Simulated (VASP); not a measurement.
Here is a VASP 6.6.1 calculation.

INCAR

```
SYSTEM = Ag
PREC = Accurate
ENCUT = 520
EDIFF = 1E-7
ISMEAR = -1
SIGMA = 0.025
LREAL = .False.
LASPH = .True.
NELM = 150
ALGO = Normal
ISIF = 2
LWAVE = .False.
LCHARG = .True.
ISPIN = 2
MAGMOM = -0.36
LORBIT = 11
LMAXMIX = 4
LELF = .True.
LVHAR = .True.
NBANDS = 16
```

Contents of KPOINTS:

```
Automatic mesh
0
Gamma
  11 11 11
  0 0 0
```

File POSCAR:

```
Ag
1.0
    0.0000000000      2.0427500000      2.0427500000
    2.0427500000      0.0000000000      2.0427500000
    2.0427500000      2.0427500000      0.0000000000
Ag
1
Direct
    0.0000000000      0.0000000000      0.0000000000
```

Potentials or basis: VASP PAW LDA potentials, release 64 (Ag).

Run with:

```console
$ cat potpaw_LDA.64/Ag/POTCAR > POTCAR
$ mpirun -np 1 vasp_std > vasp.out
```

Estimate the net moment.

0.00 μB per cell.

What does it give for the pressure?

-7.5 GPa.
